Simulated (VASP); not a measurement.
# TiO2 (rutile type) (P4_2/mnm) in VASP: a series of runs

The runs below take TiO2 (rutile type) through density of states, with PBEsol.

All numbers are computed with VASP 6.6.1; they aren't measurements. Logs are shortened: lines on timing, memory, paths and dates and some standing lists are left out, and cuts for length are marked.

### Step 1. The cell of the first run

The structure is tetragonal, space group P4_2/mnm (No. 136). Conventional cell: a = 3.794 Å, b = 3.794 Å, c = 2.669 Å, α = 90.00°, β = 90.00°, γ = 90.00°. Ti (site symmetry mmm) has 6 O at 1.63 to 1.70 Å within 2.2 Å. Within 2.2 Å of O (site symmetry m2m) lie 3 Ti at 1.63 to 1.70 Å and 1 O at 2.11 Å.

### Step 2. Density of states, PBEsol (volume scaled by 0.62)

The input, POSCAR:

```
TiO2
1.0
    3.7937547853      0.0000000000      0.0000000000
    0.0000000000      3.7937547853      0.0000000000
    0.0000000000      0.0000000000      2.6685456195
Ti O
2 4
Direct
    0.0000000000      0.0000000000      0.0000000000
    0.5000000000      0.5000000000      0.5000000000
    0.3035702815      0.3035702815      0.0000000000
    0.6964297185      0.6964297185      0.0000000000
    0.8035702815      0.1964297185      0.5000000000
    0.1964297185      0.8035702815      0.5000000000
```

The input, INCAR.step1:

```
SYSTEM = TiO2
PREC = Accurate
ENCUT = 520
EDIFF = 1E-6
ISMEAR = -1
SIGMA = 0.05
LREAL = .False.
LASPH = .True.
NELM = 100
ALGO = Normal
ISIF = 2
LWAVE = .False.
LCHARG = .True.
LMAXMIX = 4
GGA = PS
NBANDS = 33
```

The input, KPOINTS.step1:

```
regular mesh
0
Gamma
  8 8 11
  0 0 0
```

The input, INCAR.step2:

```
SYSTEM = TiO2
PREC = Accurate
ENCUT = 520
EDIFF = 1E-6
ISMEAR = -5
SIGMA = 0.05
LREAL = .False.
LASPH = .True.
NELM = 100
ALGO = Normal
ISIF = 2
LWAVE = .False.
LCHARG = .False.
LMAXMIX = 4
GGA = PS
LORBIT = 11
NEDOS = 2001
ICHARG = 11
```

The input, KPOINTS.step2:

```
regular mesh
0
Gamma
  12 12 17
  0 0 0
```

Potentials or basis: VASP PAW PBE potentials, release 64 (Ti_sv, O).

The run is started by

```console
> cat potpaw_PBE.64/Ti_sv/POTCAR potpaw_PBE.64/O/POTCAR > POTCAR
> cp INCAR.step1 INCAR
> cp KPOINTS.step1 KPOINTS
> mpirun -np 1 vasp_std > vasp.out
> cp INCAR.step2 INCAR
> cp KPOINTS.step2 KPOINTS
> mpirun -np 1 vasp_std > vasp.out
```

OUTCAR:

```text
SYSTEM = TiO2
   PREC = Accurate
   ENCUT = 520
   EDIFF = 1E-6
   ISMEAR = -5
   LREAL = .False.
   LASPH = .True.
   NELM = 100
   ISIF = 2
   GGA = PS
   LORBIT = 11
   ICHARG = 11

 ion  position               nearest neighbor table
   1  0.000  0.000  0.000-   3 1.63   4 1.63   5 1.70   6 1.70   5 1.70   6 1.70
   2  0.500  0.500  0.500-   5 1.63   6 1.63   3 1.70   4 1.70   3 1.70   4 1.70
   3  0.304  0.304  0.000-   1 1.63   2 1.70   2 1.70
   4  0.696  0.696  0.000-   1 1.63   2 1.70   2 1.70
   5  0.804  0.196  0.500-   2 1.63   1 1.70   1 1.70
   6  0.196  0.804  0.500-   2 1.63   1 1.70   1 1.70

  LATTYP: Found a simple tetragonal cell.
 ALAT       =     3.7937547853
 C/A-ratio  =     0.7034048774

  Lattice vectors:

 A1 = (   3.7937547853,   0.0000000000,   0.0000000000)
 A2 = (   0.0000000000,   3.7937547853,   0.0000000000)
 A3 = (   0.0000000000,   0.0000000000,   2.6685456195)

Analysis of symmetry for initial positions (statically):
=====================================================================
 Subroutine PRICEL returns:
 Original cell was already a primitive cell.

 Routine SETGRP: Setting up the symmetry group for a
 simple tetragonal supercell.

 Subroutine GETGRP returns: Found 16 space group operations
 (whereof  8 operations were pure point group operations)
 out of a pool of 16 trial point group operations.

The static configuration has the point symmetry D_2h.
 The point group associated with its full space group is D_4h.

Analysis of symmetry for dynamics (positions and initial velocities):
=====================================================================
 Subroutine PRICEL returns:
 Original cell was already a primitive cell.

 Routine SETGRP: Setting up the symmetry group for a
 simple tetragonal supercell.

 Subroutine GETGRP returns: Found 16 space group operations
 (whereof  8 operations were pure point group operations)
 out of a pool of 16 trial point group operations.

The dynamic configuration has the point symmetry D_2h.
 The point group associated with its full space group is D_4h.

 Subroutine INISYM returns: Found 16 space group operations
 (whereof  8 operations are pure point group operations),
 and found     1 'primitive' translations

----------------------------------------------------------------------------------------

                                     Primitive cell

  volume of cell :      38.4072
[... 105 lines left out ...]
   ISIF   =      2    stress and relaxation
   ISYM   =      2    0-nonsym 1-usesym 2-fastsym
   POTIM  = 0.5000    time-step for ionic-motion
   TEBEG  =    0.0;   TEEND  =   0.0 temperature during run
   PSTRESS=    0.0 pullay stress
   NELECT =      48.0000    total number of electrons
   NUPDOWN=      -1.0000    fix difference up-down
   EMIN   =  10.00;   EMAX   =-10.00  energy-range for DOS
   EFERMI =   0.00;   METHOD = LEGACY
   ISMEAR =    -5;   SIGMA  =   0.05  broadening in eV -4-tet -1-fermi 0-gaus
   EFERMI_NEDOS =   21; number of points for ismear=-14 and -15
   IALGO  =     38    algorithm
   IMIX   =      4    mixing-type and parameters
     AMIX     =   0.40;   BMIX     =  1.00
     AMIX_MAG =   1.60;   BMIX_MAG =  1.00
  volume/ion in A,a.u.               =       6.40        43.20
  Fermi-wavevector in a.u.,A,eV,Ry     =   1.763400  3.332343 42.308403  3.109580
  Thomas-Fermi vector in A             =   2.831583
   LORBIT       =     11    0 simple, 1 ext, 2 COOP (PROOUT), +10 PAW based schemes
   GGA     = PS    functional components
   LHFCALC =     F    Hartree Fock is set to
   AEXX    =    0.0000 exact exchange contribution
   IVDW    =     0    specifies the selected vdW correction
   LEPSILON=     F    determine dielectric tensor
   LRPA    =     F    only Hartree local field effects (RPA)
 non-spin polarized calculation
 Fermi weights with tetrahedron method with Bloechl corrections
  energy-cutoff  :      520.00
  volume of cell :       38.41
 maximum number of plane-waves:      1064

 number of electron      47.9999972 magnetization

 Free energy of the ion-electron system (eV)
  ---------------------------------------------------
  ext. energy  EPLUGINS =         0.00000000
  ---------------------------------------------------
  free energy    TOTEN  =       -41.24925323 eV

  energy without entropy =      -41.24925323  energy(sigma->0) =      -41.24925323

 E-fermi :  11.2762     XC(G=0): -14.5511

 val. band max:       11.2450792786   @ k =   0.0000   0.0000   0.0000
 cond. band min:      13.8852678323   @ k =   0.0000   0.0000   0.0000
 fundamental gap:      2.6401885537
 Fermi energy:        11.2762483137

 k-point     1 :       0.0000    0.0000    0.0000
  band No.  band energies     occupation
      1     -44.3564      2.00000
      2     -44.1282      2.00000
      3     -21.9522      2.00000
      4     -21.9522      2.00000
      5     -20.7132      2.00000
      6     -20.7046      2.00000
[... 733 lines left out ...]
     27      15.2902      0.00000
     28      15.6750      0.00000

 [... further k-points ...]
[... 5 lines left out ...]
  --------------------------------------------------------------------------------------
  -------------------------------------------------------------------------------------
  Total       71.6301372     71.6301372     71.6163803     -0.0000000      0.0000000      0.0000000
  in kB     2988.0868851   2988.0868851   2987.5130098     -0.0000000      0.0000000      0.0000000
  external PRESSURE =    2987.8955933 kB  Pullay stress =       0.0000000 kB

 VOLUME and BASIS-vectors are now :
 -----------------------------------------------------------------------------
  energy-cutoff  :      520.00
  volume of cell :       38.41
      direct lattice vectors                 reciprocal lattice vectors
     3.793754785  0.000000000  0.000000000     0.263591101  0.000000000  0.000000000
     0.000000000  3.793754785  0.000000000     0.000000000  0.263591101  0.000000000
     0.000000000  0.000000000  2.668545620     0.000000000  0.000000000  0.374735958

 POSITION                                       TOTAL-FORCE (eV/Angst)
 -----------------------------------------------------------------------------------
      0.00000      0.00000      0.00000        -0.000000      0.000000      0.000000
      1.89688      1.89688      1.33427        -0.000000      0.000000      0.000000
      1.15167      1.15167      0.00000        -0.027336     -0.027336     -0.000000
      2.64208      2.64208      0.00000         0.027336      0.027336      0.000000
      3.04855      0.74521      1.33427        -0.027336      0.027336      0.000000
      0.74521      3.04855      1.33427         0.027336     -0.027336      0.000000
 -----------------------------------------------------------------------------------
    total drift:                                0.000000      0.000000      0.000000

  FREE ENERGIE OF THE ION-ELECTRON SYSTEM (eV)
  ---------------------------------------------------
  free  energy   TOTEN  =       -41.2492532311 eV

  energy  without entropy=      -41.2492532311  energy(sigma->0) =      -41.24925323

 total charge

# of ion       s       p       d       tot
------------------------------------------
    1        2.431   6.818   2.754  12.003
    2        2.431   6.818   2.754  12.003
    3        1.626   3.786   0.000   5.412
    4        1.626   3.786   0.000   5.412
    5        1.626   3.786   0.000   5.412
    6        1.626   3.786   0.000   5.412
--------------------------------------------------
tot         11.365  28.779   5.508  45.652
```

Run time: 93 s. Hardware: 1 thread of Intel Xeon 6975P-C (Granite Rapids), shared host; peak memory 0.31 GiB.

What came out:

```yaml
Valence_electrons_inside_the_program's_atomic_spheres: Ti 12.00; O 5.41
```

Caveat: the cell differs from its parent crystal (volume scaled by 0.62); the PAW data sets were made with another functional, which shifts forces and pressure a little.

### Step 3. Density of states, PBEsol

This run uses another cell than the first one, of 10.32 Å³/atom, 1.613 times its volume.

The input, POSCAR:

```
TiO2
1.0
    4.5910104478      0.0000000000      0.0000000000
    0.0000000000      4.5910104478      0.0000000000
    0.0000000000      0.0000000000      2.9390359093
Ti O
2 4
Direct
    0.0000000000      0.0000000000      0.0000000000
    0.5000000000      0.5000000000      0.5000000000
    0.3044219473      0.3044219473      0.0000000000
    0.6955780527      0.6955780527      0.0000000000
    0.8044219473      0.1955780527      0.5000000000
    0.1955780527      0.8044219473      0.5000000000
```

The input, INCAR.step1:

```
  ALGO = Normal
  EDIFF = 1E-6
  ENCUT = 520
  GGA = PS
  ISIF = 2
  ISMEAR = -1
  LASPH = T
  LCHARG = T
  LMAXMIX = 4
  LREAL = F
  LWAVE = F
  NBANDS = 33
  NELM = 60
  PREC = Accurate
  SIGMA = 0.05
```

The input, KPOINTS.step1:

```
k-points
0
Gamma
  8 8 11
```

The input, INCAR.step2:

```
  ALGO = Normal
  EDIFF = 1E-6
  ENCUT = 520
  GGA = PS
  ICHARG = 11
  ISIF = 2
  ISMEAR = -5
  LASPH = T
  LCHARG = F
  LMAXMIX = 4
  LORBIT = 10
  LREAL = F
  LWAVE = F
  NBANDS = 33
  NEDOS = 1001
  NELM = 60
  PREC = Accurate
  SIGMA = 0.05
```

The input, KPOINTS.step2:

```
k-points
0
Gamma
  12 12 17
```

Potentials or basis: VASP PAW PBE potentials, release 64 (Ti_sv, O).

The run is started by

```console
> cat potpaw_PBE.64/Ti_sv/POTCAR potpaw_PBE.64/O/POTCAR > POTCAR
> cp INCAR.step1 INCAR
> cp KPOINTS.step1 KPOINTS
> mpirun -np 1 vasp_std > vasp.out
> cp INCAR.step2 INCAR
> cp KPOINTS.step2 KPOINTS
> mpirun -np 1 vasp_std > vasp.out
```

Run time: 2.6 min. Hardware: 1 thread of Intel Xeon 6975P-C (Granite Rapids), shared host; peak memory 0.47 GiB.

It converged, with:

```yaml
Valence_electrons_inside_the_program's_atomic_spheres: Ti 10.28; O 5.05
```

Levels at points of the mesh, in eV from the valence-band top:
```tsv
k point	band 20	band 21	band 22	band 23	band 24	band 25	band 26	band 27	band 28	band 29
(0.00, 0.00, 0.00)	-1.97	-0.68	-0.46	-0.46	0.00	1.84	2.12	2.42	2.51	2.51
(0.50, 0.00, 0.00)	-3.10	-1.63	-1.63	-0.76	-0.76	2.52	2.52	3.05	3.05	3.61
(0.50, 0.50, 0.00)	-2.25	-1.29	-1.29	-1.08	-1.08	1.88	1.88	2.54	2.54	3.89
```

Caveat: the PAW data sets were made with another functional, which shifts forces and pressure a little.
